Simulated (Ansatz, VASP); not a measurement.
**LaZn: VASP beside Ansatz**

```
La Zn
1.0
     3.69932    0.00000    0.00000
     0.00000    3.69932    0.00000
     0.00000    0.00000    3.69932
La Zn
1 1
Direct
  0.50000 0.50000 0.50000
  0.00000 0.00000 0.00000
```

Change from the starting cell: volume scaled by 0.96, crystal datasets.

Alike in both runs: task electric field gradients; functional LDA; k mesh 9 × 9 × 9; occupations fermi-dirac, width 0.05 eV; no spin polarisation.

|  | VASP | Ansatz |
| --- | --- | --- |
| version | VASP 6.6.1 | Ansatz 0.2.0 |
| potentials or method | VASP PAW LDA potentials, release 64 (La, Zn), cutoff 520 eV | all-electron PAW with datasets made for the crystal, scalar-relativistic |

```csv
,VASP,Ansatz,Ansatz less VASP
pressure (GPa),-2.2,-2.2,-0.04
```

LDA's correlation is that of Perdew and Zunger in VASP and of Perdew and Wang (1992) in Ansatz. Ansatz ran all-electron here, and VASP with PAW potentials.

Spin-orbit coupling is off throughout.
